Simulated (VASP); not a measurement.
# SnO in VASP: single point with PBE+D3(BJ)

Aim: the single point of SnO with PBE+D3(BJ).

Program: VASP 6.6.1. These are calculated values, not measurements. Logs are shortened: lines on timing, memory, paths and dates and some standing lists are left out, and cuts for length are marked.

### Step 1. The cell of the first run

The cell holds a slab with vacuum, 8 atoms: a = 3.820 Å, b = 3.820 Å, c = 22.226 Å, α = 90.00°, β = 90.00°, γ = 90.00°.

### Step 2. Single point, PBE+D3(BJ) (layers slid over each other)

Input file INCAR:

```
PREC     = Accurate       # precision mode
ENCUT    = 520            # plane-wave cutoff, eV
EDIFF    = 1E-7           # SCF threshold, eV
ISMEAR   = 0              # smearing method
SIGMA    = 0.05           # smearing width, eV
LREAL    = F              # projectors in reciprocal space
LASPH    = T              # aspherical terms in the spheres
NELM     = 80             # most SCF steps
ALGO     = Normal         # electronic algorithm
ISIF     = 2              # what is computed and relaxed
LWAVE    = F              # write WAVECAR
LCHARG   = F              # write CHGCAR
LDIPOL   = T            
IDIPOL   = 3            
DIPOL    = 0.5 0.5 0.394
GGA      = PE             # functional
IVDW     = 12             # dispersion correction
NBANDS   = 50             # bands
```

Input file KPOINTS:

```
Automatic mesh
0
Gamma
  7 7 1
```

Input file POSCAR:

```
SnO
1.0
    3.8201528543      0.0002954551      0.0000000000
   -0.0003145191      3.8201528528      0.0000000000
    0.0000000000      0.0000000000     22.2260743460
Sn O
4 4
Direct
    0.9999452911      0.9999452911      0.2024649036
    0.4999452911      0.4999452911      0.3087831466
    0.9999452911      0.4999452911      0.4784037436
    1.4999452911      0.9999452911      0.5847219866
    0.9999461074      0.4999461074      0.2556240251
    0.4999461074      0.9999461074      0.2556240251
    0.9999444748      0.9999444748      0.5315628651
    1.4999444748      0.4999444748      0.5315628651
```

Potentials or basis: VASP PAW PBE potentials, release 64 (Sn_d, O).

Command:

```sh
$ cat potpaw_PBE.64/Sn_d/POTCAR potpaw_PBE.64/O/POTCAR > POTCAR
$ mpirun -np 1 vasp_std > vasp.out
```

OUTCAR:

```text
PREC = Accurate
   ENCUT = 520
   EDIFF = 1E-7
   ISMEAR = 0
   LREAL = F
   LASPH = T
   NELM = 80
   ISIF = 2
   GGA = PE
   IVDW = 12
 IVDW          = 12

 ion  position               nearest neighbor table
   1  1.000  1.000  0.202-   6 2.25   5 2.25   6 2.25   5 2.25   2 3.59   2 3.59   2 3.59   2 3.59

   2  0.500  0.500  0.309-   5 2.25   6 2.25   5 2.25   6 2.25   1 3.59   1 3.59   1 3.59   1 3.59

   3  1.000  0.500  0.478-   8 2.25   7 2.25   8 2.25   7 2.25   4 3.59   4 3.59   4 3.59   4 3.59

   4  0.500  1.000  0.585-   7 2.25   8 2.25   7 2.25   8 2.25   3 3.59   3 3.59   3 3.59   3 3.59

   5  1.000  0.500  0.256-   2 2.25   1 2.25   2 2.25   1 2.25
   6  0.500  1.000  0.256-   1 2.25   2 2.25   1 2.25   2 2.25
   7  1.000  1.000  0.532-   4 2.25   3 2.25   4 2.25   3 2.25
   8  0.500  0.500  0.532-   3 2.25   4 2.25   3 2.25   4 2.25

  LATTYP: Found a simple tetragonal cell.
 ALAT       =     3.8201528657
 C/A-ratio  =     5.8181112451

  Lattice vectors:

 A1 = (   3.8201528543,   0.0002954551,   0.0000000000)
 A2 = (  -0.0003145191,   3.8201528528,   0.0000000000)
 A3 = (   0.0000000000,   0.0000000000,  22.2260743460)

Analysis of symmetry for initial positions (statically):
=====================================================================
 Subroutine PRICEL returns:
 Original cell was already a primitive cell.

 Routine SETGRP: Setting up the symmetry group for a
 simple tetragonal supercell.

 Subroutine GETGRP returns: Found  8 space group operations
 (whereof  1 operations were pure point group operations)
 out of a pool of 16 trial point group operations.

The static configuration has the point symmetry C_1 .
 The point group associated with its full space group is D_2h.

Analysis of symmetry for dynamics (positions and initial velocities):
=====================================================================
 Subroutine PRICEL returns:
 Original cell was already a primitive cell.

 Routine SETGRP: Setting up the symmetry group for a
 simple tetragonal supercell.

 Subroutine GETGRP returns: Found  8 space group operations
 (whereof  1 operations were pure point group operations)
 out of a pool of 16 trial point group operations.

The dynamic configuration has the point symmetry C_1 .
 The point group associated with its full space group is D_2h.

 Subroutine INISYM returns: Found  8 space group operations
 (whereof  1 operations are pure point group operations),
 and found     1 'primitive' translations

----------------------------------------------------------------------------------------

                                     Primitive cell

  volume of cell :     324.3577

  direct lattice vectors                    reciprocal lattice vectors
     3.820152854  0.000295455  0.000000000     0.261769629  0.000021552  0.000000000
    -0.000314519  3.820152853  0.000000000    -0.000020246  0.261769629  0.000000000
     0.000000000  0.000000000 22.226074346     0.000000000  0.000000000  0.044992201

  length of vectors
     3.820152866  3.820152866 22.226074346     0.261769629  0.261769629  0.044992201

  position of ions in fractional coordinates (direct lattice)
     0.999945291  0.999945291  0.202464904
     0.499945291  0.499945291  0.308783147
     0.999945291  0.499945291  0.478403744
     0.499945291  0.999945291  0.584721987
     0.999946107  0.499946107  0.255624025
     0.499946107  0.999946107  0.255624025
     0.999944475  0.999944475  0.531562865
     0.499944475  0.499944475  0.531562865

  ion indices of the primitive-cell ions
   primitive index   ion index
                 1           1
                 2           2
                 3           3
                 4           4
                 5           5
                 6           6
                 7           7
                 8           8

----------------------------------------------------------------------------------------

 KPOINTS: Automatic mesh

Automatic generation of k-mesh.
 Grid dimensions read from file:
 generate k-points for:    7    7    1

 Generating k-lattice:

  Cartesian coordinates                     Fractional coordinates (reciprocal lattice)
     0.037395661  0.000003079  0.000000000     0.142857143  0.000000000  0.000000000
    -0.000002892  0.037395661  0.000000000    -0.000000000  0.142857143  0.000000000
     0.000000000  0.000000000  0.044992201     0.000000000  0.000000000  1.000000000

  Length of vectors
     0.037395661  0.037395661  0.044992201

  Shift w.r.t. Gamma in fractional coordinates (k-lattice)
     0.000000000  0.000000000  0.000000000

 Subroutine IBZKPT returns following result:
 ===========================================

 Found     16 irreducible k-points:

 Following reciprocal coordinates:
            Coordinates               Weight
  0.000000  0.000000  0.000000      1.000000
  0.142857  0.000000  0.000000      2.000000
  0.000000  0.142857  0.000000      2.000000
  0.285714  0.000000  0.000000      2.000000
  0.000000  0.285714  0.000000      2.000000
  0.428571 -0.000000  0.000000      2.000000
[... 8 lines left out ...]
 -0.285714  0.428571  0.000000      4.000000
  0.428571  0.428571  0.000000      4.000000
   k-points           NKPTS =     16   k-points in BZ     NKDIM =     16   number of bands    NBANDS=     50
   number of dos      NEDOS =    301   number of ions     NIONS =      8
   total plane-waves  NPLWV = 131712
   dimension x,y,z NGX =    28 NGY =   28 NGZ =  168
   dimension x,y,z NGXF=    56 NGYF=   56 NGZF=  336
   ions per type =               4   4
   NGX,Y,Z   is equivalent  to a cutoff of  12.19, 12.19, 12.57 a.u.
   NGXF,Y,Z  is equivalent  to a cutoff of  24.37, 24.37, 25.13 a.u.
 SYSTEM =  unknown system
   PREC   = accura    normal or accurate (medium, high low for compatibility)
   ISTART =      0    job   : 0-new  1-cont  2-samecut
   ICHARG =      2    charge: 1-file 2-atom 10-const
   ISPIN  =      1    spin polarized calculation?
   LNONCOLLINEAR =      F non collinear calculations
   LSORBIT =      F    spin-orbit coupling
   LASPH  =      T    aspherical Exc in radial PAW
   ENCUT  =  520.0 eV  38.22 Ry    6.18 a.u.   7.10  7.10 41.33*2*pi/ulx,y,z
   NELM   =     80;   NELMIN=  2; NELMDL= -5     # of ELM steps
   EDIFF  = 0.1E-06   stopping-criterion for ELM
   LREAL  =      F    real-space projection
   EDIFFG = 0.1E-05   stopping-criterion for IOM
   NSW    =      0    number of steps for IOM
   IBRION =     -1    ionic relax: 0-MD 1-quasi-New 2-CG
   NFREE  =      0    steps in history (QN), initial steepest desc. (CG)
   ISIF   =      2    stress and relaxation
   ISYM   =      2    0-nonsym 1-usesym 2-fastsym
   POTIM  = 0.5000    time-step for ionic-motion
   TEBEG  =    0.0;   TEEND  =   0.0 temperature during run
   PSTRESS=    0.0 pullay stress
   NELECT =      80.0000    total number of electrons
   NUPDOWN=      -1.0000    fix difference up-down
   EMIN   =  10.00;   EMAX   =-10.00  energy-range for DOS
   EFERMI =   0.00;   METHOD = LEGACY
   ISMEAR =     0;   SIGMA  =   0.05  broadening in eV -4-tet -1-fermi 0-gaus
   EFERMI_NEDOS =   21; number of points for ismear=-14 and -15
   IALGO  =     38    algorithm
   IMIX   =      4    mixing-type and parameters
     AMIX     =   0.40;   BMIX     =  1.00
     AMIX_MAG =   1.60;   BMIX_MAG =  1.00
  volume/ion in A,a.u.               =      40.54       273.61
  Fermi-wavevector in a.u.,A,eV,Ry     =   1.026668  1.940121 14.341186  1.054047
  Thomas-Fermi vector in A             =   2.160573
   LORBIT       =      0    0 simple, 1 ext, 2 COOP (PROOUT), +10 PAW based schemes
   GGA     = PE    functional components
   LHFCALC =     F    Hartree Fock is set to
   AEXX    =    0.0000 exact exchange contribution
   IVDW    =    12    specifies the selected vdW correction
   LEPSILON=     F    determine dielectric tensor
   LRPA    =     F    only Hartree local field effects (RPA)
 non-spin polarized calculation
 Gauss-broadening in eV      SIGMA  =   0.05
  energy-cutoff  :      520.00
  volume of cell :      324.36
 maximum number of plane-waves:      8769
   NGX = 15   NGY = 15   NGZ = 83

 dipolmoment           0.000000      0.000000      0.000089 electrons x Angstroem

 number of electron      79.9999971 magnetization

 dipolmoment           0.000000      0.000000     -0.000001 electrons x Angstroem

 Free energy of the ion-electron system (eV)
  ---------------------------------------------------
  ext. energy  EPLUGINS =         0.00000000
  ---------------------------------------------------
  free energy    TOTEN  =       -45.15860739 eV

  energy without entropy =      -45.15860739  energy(sigma->0) =      -45.15860739

 E-fermi :   0.1882     XC(G=0):  -5.2661

 val. band max:       -0.0563297011   @ k =   0.0000   0.2857   0.0000
 cond. band min:       2.0485043202   @ k =   0.0000   0.4286   0.0000
 fundamental gap:      2.1048340213
 Fermi energy:         0.1881695597

 k-point     1 :       0.0000    0.0000    0.0000
  band No.  band energies     occupation
      1     -21.0535      2.00000
      2     -21.0535      2.00000
      3     -20.6931      2.00000
      4     -20.6930      2.00000
      5     -20.6564      2.00000
      6     -20.6561      2.00000
[... 42 lines left out ...]
     49       5.2808      0.00000
     50       5.2934      0.00000

 k-point     2 :       0.1429    0.0000    0.0000
  band No.  band energies     occupation
      1     -21.0446      2.00000
      2     -21.0445      2.00000
      3     -20.6939      2.00000
      4     -20.6936      2.00000
      5     -20.6580      2.00000
      6     -20.6573      2.00000
[... 42 lines left out ...]
     49       5.4408      0.00000
     50       5.4537      0.00000

 k-point     3 :       0.0000    0.1429    0.0000
  band No.  band energies     occupation
      1     -21.0446      2.00000
      2     -21.0445      2.00000
      3     -20.6937      2.00000
      4     -20.6935      2.00000
      5     -20.6578      2.00000
      6     -20.6556      2.00000
[... 42 lines left out ...]
     49       5.4604      0.00000
     50       5.4705      0.00000

 k-point     4 :       0.2857    0.0000    0.0000
  band No.  band energies     occupation
      1     -21.0197      2.00000
      2     -21.0193      2.00000
      3     -20.7899      2.00000
      4     -20.7898      2.00000
      5     -20.6618      2.00000
      6     -20.6618      2.00000
[... 575 lines left out ...]
 k-point    15 :      -0.2857    0.4286    0.0000
  band No.  band energies     occupation
      1     -20.9887      2.00000
      2     -20.9885      2.00000
      3     -20.9466      2.00000
      4     -20.9464      2.00000
      5     -20.6586      2.00000
      6     -20.6582      2.00000
[... 42 lines left out ...]
     49       5.9095      0.00000
     50       6.1929      0.00000

 k-point    16 :       0.4286    0.4286    0.0000
  band No.  band energies     occupation
      1     -20.9945      2.00000
      2     -20.9943      2.00000
      3     -20.9804      2.00000
      4     -20.9804      2.00000
      5     -20.6606      2.00000
      6     -20.6605      2.00000
[... 42 lines left out ...]
     49       6.4012      0.00000
     50       6.4226      0.00000

------------------------ aborting loop because EDIFF is reached ----------------------------------------

 vacuum level on the upper side and lower side of the slab       (xc-potential included)        -0.122        -0.122

 Edisp (eV)   -1.27738

 E8    (eV) :    -0.5651

  FORCE on cell =-STRESS in cart. coord.  units (eV):
  Direction    XX          YY          ZZ          XY          YZ          ZX
  --------------------------------------------------------------------------------------
  -------------------------------------------------------------------------------------
  Total       0.45184     0.23472     0.01942     0.00002     0.00000     0.00000
  in kB       2.23188     1.15941     0.09592     0.00008     0.00000     0.00000
  external pressure =        1.16 kB  Pullay stress =        0.00 kB

 VOLUME and BASIS-vectors are now :
 -----------------------------------------------------------------------------
  energy-cutoff  :      520.00
  volume of cell :      324.36
      direct lattice vectors                 reciprocal lattice vectors
     3.820152854  0.000295455  0.000000000     0.261769629  0.000021552  0.000000000
    -0.000314519  3.820152853  0.000000000    -0.000020246  0.261769629  0.000000000
     0.000000000  0.000000000 22.226074346     0.000000000  0.000000000  0.044992201

 POSITION                                       TOTAL-FORCE (eV/Angst)
 -----------------------------------------------------------------------------------
      3.81963      3.82024      4.50000         0.000000      0.000000     -0.074563
      1.90971      1.91002      6.86304         0.000000      0.000000      0.086105
      3.81979      1.91016     10.63304         0.000000     -0.000000     -0.086105
      1.90955      3.82009     12.99607         0.000000     -0.000000      0.074563
      3.81979      1.91017      5.68152        -0.000000      0.000000      0.009013
      1.90956      3.82009      5.68152         0.000000     -0.000000      0.013291
      3.81963      3.82024     11.81456        -0.000000      0.000000     -0.013291
      1.90971      1.91001     11.81456         0.000000     -0.000000     -0.009013
 -----------------------------------------------------------------------------------
    total drift:                               -0.000001     -0.000001     -0.000080

  FREE ENERGIE OF THE ION-ELECTRON SYSTEM (eV)
  ---------------------------------------------------
  free  energy   TOTEN  =       -46.4359882653 eV

  energy  without entropy=      -46.4359882653  energy(sigma->0) =      -46.43598827

 vacuum level on the upper side and lower side of the slab         4.833         4.834
```

It took 8.3 min on 1 thread of Oxide Virtual Turin-like, shared host; peak memory 0.42 GiB.

What came out:

```yaml
Free_energy: -46.4360 eV
Largest_force: 0.086 eV/Å
Band_gap_on_the_k_mesh: 2.10 eV (least direct gap 2.31 eV)
Dispersion_energy_per_atom: -0.160 eV
```

Forces in eV/Å, atoms in the order of the input:
```
Sn   0.000  0.000 -0.075
Sn   0.000  0.000  0.086
Sn   0.000  0.000 -0.086
Sn   0.000  0.000  0.075
O    0.000  0.000  0.009
O    0.000  0.000  0.013
O    0.000  0.000 -0.013
O    0.000  0.000 -0.009
```

Levels at points of the mesh, in eV from the valence-band top:
```
           k point  band 37  band 38  band 39  band 40  band 41  band 42  band 43  band 44
(0.00, 0.00, 0.00)    -2.09    -2.09    -0.83    -0.06     2.42     2.72     2.72     3.95
```

Caveat: the cell differs from its parent crystal (layers slid over each other); spin-orbit coupling is left out, which moves the levels of the heavy elements.
